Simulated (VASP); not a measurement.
# AlVC4N4 (P-43m) in VASP: relaxation of cell and atoms with PBE

Aim: the relaxation of cell and atoms of AlVC4N4 with PBE.

Everything below comes from runs of VASP 6.6.1. Logs are shortened: lines on timing, memory, paths and dates and some standing lists are left out, and cuts for length are marked.

## 1. The cell of the first run

Symmetry: P-43m, No. 215, cubic system. Conventional cell: a = 5.787 Å, b = 5.787 Å, c = 5.787 Å, α = 90.00°, β = 90.00°, γ = 90.00°. Al (site symmetry -43m) has 4 N at 1.84 Å within 2.4 Å. Within 2.6 Å of V (site symmetry -43m) lie 4 C at 1.98 Å. Within 1.6 Å of C (site symmetry 3m) lie 1 N at 1.19 Å. N (site symmetry 3m) has 1 C at 1.19 Å within 1.6 Å.

## 2. Relaxation of cell and atoms, PBE

File INCAR:

```
PREC     = Accurate       # precision mode
ENCUT    = 600            # plane-wave cutoff, eV
EDIFF    = 1E-6           # SCF threshold, eV
ISMEAR   = 0              # smearing method
SIGMA    = 0.01           # smearing width, eV
LREAL    = F              # projectors in reciprocal space
LASPH    = T              # aspherical terms in the spheres
NELM     = 80             # most SCF steps
ALGO     = Normal         # electronic algorithm
ISIF     = 3              # what is computed and relaxed
LWAVE    = F              # write WAVECAR
LCHARG   = F              # write CHGCAR
GGA      = PE             # functional
IBRION   = 2              # ionic algorithm
NSW      = 100            # ionic steps
EDIFFG   = -0.01          # ionic threshold
```

File KPOINTS:

```
regular mesh
0
Gamma
  6 6 6
```

File POSCAR:

```
AlVC4N4
1.0
    5.7873913178      0.0000000000      0.0000000000
    0.0000000000      5.7873913178      0.0000000000
    0.0000000000      0.0000000000      5.7873913178
Al V C N
1 1 4 4
Direct
    0.5000000000      0.5000000000      0.5000000000
    0.0000000000      0.0000000000      0.0000000000
    0.1980106434      0.1980106434      0.1980106434
    0.1980106434      0.8019893566      0.8019893566
    0.8019893566      0.1980106434      0.8019893566
    0.8019893566      0.8019893566      0.1980106434
    0.3164674182      0.3164674182      0.3164674182
    0.3164674182      0.6835325818      0.6835325818
    0.6835325818      0.3164674182      0.6835325818
    0.6835325818      0.6835325818      0.3164674182
```

Potentials or basis: VASP PAW PBE potentials, release 64 (Al, V_sv, C, N).

Started as:

```sh
$ cat potpaw_PBE.64/Al/POTCAR potpaw_PBE.64/V_sv/POTCAR potpaw_PBE.64/C/POTCAR potpaw_PBE.64/N/POTCAR > POTCAR
$ mpirun -np 1 vasp_std > vasp.out
```

OUTCAR:

```text
PREC = Accurate
   ENCUT = 600
   EDIFF = 1E-6
   ISMEAR = 0
   LREAL = F
   LASPH = T
   NELM = 80
   ISIF = 3
   GGA = PE
   IBRION = 2
   NSW = 100
   EDIFFG = -0.01

 ion  position               nearest neighbor table
   1  0.500  0.500  0.500-   7 1.84   8 1.84   9 1.84  10 1.84
   2  0.000  0.000  0.000-   4 1.98   5 1.98   6 1.98   3 1.98
   3  0.198  0.198  0.198-   7 1.19   2 1.98
   4  0.198  0.802  0.802-   8 1.19   2 1.98
   5  0.802  0.198  0.802-   9 1.19   2 1.98
   6  0.802  0.802  0.198-  10 1.19   2 1.98
   7  0.316  0.316  0.316-   3 1.19   1 1.84
   8  0.316  0.684  0.684-   4 1.19   1 1.84
   9  0.684  0.316  0.684-   5 1.19   1 1.84
  10  0.684  0.684  0.316-   6 1.19   1 1.84

  LATTYP: Found a simple cubic cell.
 ALAT       =     5.7873913178

  Lattice vectors:

 A1 = (   5.7873913178,   0.0000000000,   0.0000000000)
 A2 = (   0.0000000000,   5.7873913178,   0.0000000000)
 A3 = (   0.0000000000,   0.0000000000,   5.7873913178)

Analysis of symmetry for initial positions (statically):
=====================================================================
 Subroutine PRICEL returns:
 Original cell was already a primitive cell.

 Routine SETGRP: Setting up the symmetry group for a
 simple cubic supercell.

 Subroutine GETGRP returns: Found 24 space group operations
 (whereof 24 operations were pure point group operations)
 out of a pool of 48 trial point group operations.

The static configuration has the point symmetry T_d .

Analysis of symmetry for dynamics (positions and initial velocities):
=====================================================================
 Subroutine PRICEL returns:
 Original cell was already a primitive cell.

 Routine SETGRP: Setting up the symmetry group for a
 simple cubic supercell.

 Subroutine GETGRP returns: Found 24 space group operations
 (whereof 24 operations were pure point group operations)
 out of a pool of 48 trial point group operations.

The dynamic configuration has the point symmetry T_d .

 Subroutine INISYM returns: Found 24 space group operations
 (whereof 24 operations are pure point group operations),
 and found     1 'primitive' translations

----------------------------------------------------------------------------------------

                                     Primitive cell

  volume of cell :     193.8423

  direct lattice vectors                    reciprocal lattice vectors
     5.787391318  0.000000000  0.000000000     0.172789422  0.000000000  0.000000000
     0.000000000  5.787391318  0.000000000     0.000000000  0.172789422  0.000000000
     0.000000000  0.000000000  5.787391318     0.000000000  0.000000000  0.172789422

  length of vectors
     5.787391318  5.787391318  5.787391318     0.172789422  0.172789422  0.172789422

  position of ions in fractional coordinates (direct lattice)
     0.500000000  0.500000000  0.500000000
     0.000000000  0.000000000  0.000000000
     0.198010643  0.198010643  0.198010643
     0.198010643  0.801989357  0.801989357
     0.801989357  0.198010643  0.801989357
     0.801989357  0.801989357  0.198010643
     0.316467418  0.316467418  0.316467418
     0.316467418  0.683532582  0.683532582
     0.683532582  0.316467418  0.683532582
     0.683532582  0.683532582  0.316467418

  ion indices of the primitive-cell ions
   primitive index   ion index
                 1           1
                 2           2
                 3           3
                 4           4
                 5           5
                 6           6
                 7           7
                 8           8
                 9           9
                10          10

----------------------------------------------------------------------------------------

 KPOINTS: regular mesh

Automatic generation of k-mesh.
 Grid dimensions read from file:
 generate k-points for:    6    6    6

 Generating k-lattice:

  Cartesian coordinates                     Fractional coordinates (reciprocal lattice)
     0.028798237  0.000000000  0.000000000     0.166666667  0.000000000  0.000000000
     0.000000000  0.028798237  0.000000000     0.000000000  0.166666667  0.000000000
     0.000000000  0.000000000  0.028798237     0.000000000  0.000000000  0.166666667

  Length of vectors
     0.028798237  0.028798237  0.028798237

  Shift w.r.t. Gamma in fractional coordinates (k-lattice)
     0.000000000  0.000000000  0.000000000

 Subroutine IBZKPT returns following result:
 ===========================================

 Found     20 irreducible k-points:

 Following reciprocal coordinates:
            Coordinates               Weight
  0.000000  0.000000  0.000000      1.000000
  0.166667  0.000000  0.000000      6.000000
  0.333333  0.000000  0.000000      6.000000
  0.500000  0.000000  0.000000      3.000000
  0.166667  0.166667  0.000000     12.000000
  0.333333  0.166667  0.000000     24.000000
[... 12 lines left out ...]
  0.500000  0.500000  0.333333      6.000000
  0.500000  0.500000  0.500000      1.000000
   k-points           NKPTS =     20   k-points in BZ     NKDIM =     20   number of bands    NBANDS=     32
   number of dos      NEDOS =    301   number of ions     NIONS =     10
   total plane-waves  NPLWV = 110592
   dimension x,y,z NGX =    48 NGY =   48 NGZ =   48
   dimension x,y,z NGXF=    96 NGYF=   96 NGZF=   96
   ions per type =               1   1   4   4
   NGX,Y,Z   is equivalent  to a cutoff of  13.79, 13.79, 13.79 a.u.
   NGXF,Y,Z  is equivalent  to a cutoff of  27.58, 27.58, 27.58 a.u.
 SYSTEM =  unknown system
   PREC   = accura    normal or accurate (medium, high low for compatibility)
   ISTART =      0    job   : 0-new  1-cont  2-samecut
   ICHARG =      2    charge: 1-file 2-atom 10-const
   ISPIN  =      1    spin polarized calculation?
   LNONCOLLINEAR =      F non collinear calculations
   LSORBIT =      F    spin-orbit coupling
   LASPH  =      T    aspherical Exc in radial PAW
   ENCUT  =  600.0 eV  44.10 Ry    6.64 a.u.  11.56 11.56 11.56*2*pi/ulx,y,z
   NELM   =     80;   NELMIN=  2; NELMDL= -5     # of ELM steps
   EDIFF  = 0.1E-05   stopping-criterion for ELM
   LREAL  =      F    real-space projection
   EDIFFG = -.1E-01   stopping-criterion for IOM
   NSW    =    100    number of steps for IOM
   IBRION =      2    ionic relax: 0-MD 1-quasi-New 2-CG
   NFREE  =      1    steps in history (QN), initial steepest desc. (CG)
   ISIF   =      3    stress and relaxation
   ISYM   =      2    0-nonsym 1-usesym 2-fastsym
   POTIM  = 0.5000    time-step for ionic-motion
   TEBEG  =    0.0;   TEEND  =   0.0 temperature during run
   PSTRESS=    0.0 pullay stress
   NELECT =      52.0000    total number of electrons
   NUPDOWN=      -1.0000    fix difference up-down
   EMIN   =  10.00;   EMAX   =-10.00  energy-range for DOS
   EFERMI =   0.00;   METHOD = LEGACY
   ISMEAR =     0;   SIGMA  =   0.01  broadening in eV -4-tet -1-fermi 0-gaus
   EFERMI_NEDOS =   21; number of points for ismear=-14 and -15
   IALGO  =     38    algorithm
   IMIX   =      4    mixing-type and parameters
     AMIX     =   0.40;   BMIX     =  1.00
     AMIX_MAG =   1.60;   BMIX_MAG =  1.00
  volume/ion in A,a.u.               =      19.38       130.81
  Fermi-wavevector in a.u.,A,eV,Ry     =   1.055828  1.995225 15.167399  1.114772
  Thomas-Fermi vector in A             =   2.191041
   LORBIT       =      0    0 simple, 1 ext, 2 COOP (PROOUT), +10 PAW based schemes
   GGA     = PE    functional components
   LHFCALC =     F    Hartree Fock is set to
   AEXX    =    0.0000 exact exchange contribution
   IVDW    =     0    specifies the selected vdW correction
   LEPSILON=     F    determine dielectric tensor
   LRPA    =     F    only Hartree local field effects (RPA)
 conjugate gradient relaxation of ions
 non-spin polarized calculation
 Gauss-broadening in eV      SIGMA  =   0.01
  energy-cutoff  :      600.00
  volume of cell :      193.84
 maximum number of plane-waves:      6499
 NGX is ok and might be reduce to    48
   NGX = 23   NGY = 23   NGZ = 23

--------------------------------------- Ionic step        1  -------------------------------------------

 number of electron      52.0000005 magnetization

 Free energy of the ion-electron system (eV)
  ---------------------------------------------------
  ext. energy  EPLUGINS =         0.00000000
  ---------------------------------------------------
  free energy    TOTEN  =       -81.44040612 eV

  energy without entropy =      -81.44040612  energy(sigma->0) =      -81.44040612

------------------------ aborting loop because EDIFF is reached ----------------------------------------

  FORCE on cell =-STRESS in cart. coord.  units (eV):
  Direction    XX          YY          ZZ          XY          YZ          ZX
  --------------------------------------------------------------------------------------
  -------------------------------------------------------------------------------------
  Total        0.1997045      0.1997045      0.1997045     -0.0000000      0.0000000     -0.0000000
  in kB        1.6506304      1.6506304      1.6506304     -0.0000000      0.0000000     -0.0000000
  external PRESSURE =       1.6506304 kB  Pullay stress =       0.0000000 kB
[... 161 lines left out ...]
  energy  without entropy=      -81.4416811329  energy(sigma->0) =      -81.44168113

--------------------------------------- Ionic step        5  -------------------------------------------

 number of electron      52.0000004 magnetization

 Free energy of the ion-electron system (eV)
  ---------------------------------------------------
  ext. energy  EPLUGINS =         0.00000000
  ---------------------------------------------------
  free energy    TOTEN  =       -81.44191668 eV

  energy without entropy =      -81.44191668  energy(sigma->0) =      -81.44191668

 E-fermi :   1.0624     XC(G=0):  -7.3100

 val. band max:        0.9936442106   @ k =   0.5000   0.0000   0.0000
 cond. band min:       1.1123045490   @ k =   0.0000   0.0000   0.0000
 fundamental gap:      0.1186603384
 Fermi energy:         1.0624343722

 k-point     1 :       0.0000    0.0000    0.0000
  band No.  band energies     occupation
      1     -62.8286      2.00000
      2     -36.7350      2.00000
      3     -36.7350      2.00000
      4     -36.7350      2.00000
      5     -18.0397      2.00000
      6     -17.7894      2.00000
[... 726 lines left out ...]
  FREE ENERGIE OF THE ION-ELECTRON SYSTEM (eV)
  ---------------------------------------------------
  free  energy   TOTEN  =       -81.4419166849 eV

  energy  without entropy=      -81.4419166849  energy(sigma->0) =      -81.44191668

 reached required accuracy - stopping structural energy minimisation
```

Wall time 3.9 min (1 thread of Intel Xeon 6975P-C (Granite Rapids), shared host); peak memory 0.43 GiB.

What came out:

```
Free energy                           : -81.4419 eV
Relaxed volume                        : 19.36 Å³/atom
Relaxed cell                          : a = 5.785 Å, b = 5.785 Å, c = 5.785 Å, α = 90.00°, β = 90.00°, γ = 90.00°
Space group after relaxing (to 0.1 Å) : P-43m (No. 215)
Energy gained by relaxing             : 0.2 meV/atom
Ionic steps                           : 5
Pressure after relaxing               : 0.0 GPa
Largest force after relaxing          : 0.009 eV/Å
Band gap on the k mesh                : 0.12 eV (least direct gap 0.38 eV)
```

Forces in eV/Å, atoms in the order of the input:
```
Al   0.000  0.000  0.000
V    0.000  0.000  0.000
C    0.003  0.003  0.003
C    0.003 -0.003 -0.003
C   -0.003  0.003 -0.003
C   -0.003 -0.003  0.003
N    0.005  0.005  0.005
N    0.005 -0.005 -0.005
N   -0.005  0.005 -0.005
N   -0.005 -0.005  0.005
```

The path:
```csv
step,energy change (eV),largest force (eV/Å),pressure (GPa),volume (Å³)
1,0.0000,0.2981,0.17,193.84
2,0.1110,2.3722,-2.49,194.40
3,-0.0013,0.0305,-0.11,193.90
4,-0.0013,0.0289,-0.10,193.89
5,-0.0015,0.0086,0.02,193.62
```

Final structure:
```xyz
10
Lattice="5.7851 0.0000 0.0000 0.0000 5.7851 0.0000 0.0000 0.0000 5.7851" Properties=species:S:1:pos:R:3 pbc="T T T"
Al    2.8926    2.8926    2.8926
V     5.7851    0.0000    5.7851
C     1.1455    1.1455    1.1455
C     1.1455    4.6397    4.6397
C     4.6397    1.1455    4.6397
C     4.6397    4.6397    1.1455
N     1.8323    1.8323    1.8323
N     1.8323    3.9528    3.9528
N     3.9528    1.8323    3.9528
N     3.9528    3.9528    1.8323
```

A k mesh can miss the band edges.
